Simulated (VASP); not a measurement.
The system is SbPb.

```
CELL_PARAMETERS angstrom
0.00000 3.16124 3.16124
3.16124 0.00000 3.16124
3.16124 3.16124 0.00000
ATOMIC_POSITIONS crystal
Sb 0.50000 0.50000 0.50000
Pb 0.00000 0.00000 0.00000
```

* Program: VASP 6.6.1
* Task: relaxation of cell and atoms
* Functional: PBEsol
* Potentials or basis: VASP PAW PBE potentials, release 64 (Sb, Pb_d)
* Cutoff: 600 eV
* k mesh: 7 × 7 × 7
* Occupations: fermi-dirac, width 0.1 eV
* Spin: no spin polarisation

At the start: pressure -1.3 GPa; volume 31.59 Å³/atom.

Question: Where does the relaxation end?

Answer: Over 3 steps the energy falls by 3.6 meV/atom and the volume is 30.73 Å³/atom (-2.7 %); space group Fm-3m (No. 225, to 0.1 Å) before and after.

The path:
```
step  energy change (eV)  largest force (eV/Å)  pressure (GPa)  volume (Å³)
   1              0.0000                0.0000           -1.29        63.18
   2             -0.0063                0.0000            0.49        60.88
   3             -0.0071                0.0000            0.01        61.46
```

Final structure:
```
Sb Pb
1.0
     0.00000    3.13226    3.13226
     3.13226    0.00000    3.13226
     3.13226    3.13226    0.00000
Sb Pb
1 1
Direct
  0.50000 0.50000 0.50000
  0.00000 0.00000 0.00000
```

Caveat: the PAW data sets were made with another functional, which shifts forces and pressure a little.
